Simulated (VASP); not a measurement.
Here is a VASP 6.6.1 calculation.

Contents of INCAR:

```
SYSTEM = Zn3SnO3
PREC = Accurate
ENCUT = 600
EDIFF = 1E-6
ISMEAR = 0
SIGMA = 0.1
LREAL = .FALSE.
LASPH = .TRUE.
NELM = 60
ALGO = Normal
ISIF = 3
LWAVE = .FALSE.
LCHARG = .FALSE.
GGA = PE
IBRION = 2
NSW = 90
EDIFFG = -0.04
```

Contents of KPOINTS:

```
Automatic mesh
0
G
  4 4 4
  0 0 0
```

POSCAR

```
Zn3SnO3
1.0
    4.6547107857      0.0000000000      0.0000000000
    0.3341287415      4.6442608873      0.0000000000
    2.0215381080      1.8110367268      4.6027146890
Zn Sn O
3 1 3
Direct
    0.7007045436      0.4112284174      0.1270543313
    0.4859975755      0.6313227289      0.5500921837
    0.2772777936      0.8491133744      0.1247786373
    0.0139959050      0.1374383330      0.6030671468
    0.1124266092      0.7055578039      0.8813510841
    0.8429281542      0.9911395413      0.3528830721
    0.5810714289      0.2597988110      0.8607745547
```

Potentials or basis: VASP PAW PBE potentials, release 64 (Zn, Sn_d, O).

Command:

```console
$ cat potpaw_PBE.64/Zn/POTCAR potpaw_PBE.64/Sn_d/POTCAR potpaw_PBE.64/O/POTCAR > POTCAR
$ mpirun -np 1 vasp_std > vasp.out
```

(1) Estimate the relaxed volume.

(2) Predict the relaxed cell.

(3) Predict the space group after relaxing (to 0.1 Å).

(4) What does it give for the band gap on the k mesh?

## Answers

(1) 14.26 Å³/atom.

(2) a = 4.662 Å, b = 4.688 Å, c = 5.317 Å, α = 68.11°, β = 67.96°, γ = 84.61°.

(3) Cm (No. 8).

(4) 0.27 eV.

Caveat: spin-orbit coupling is left out, which moves the levels of the heavy elements.
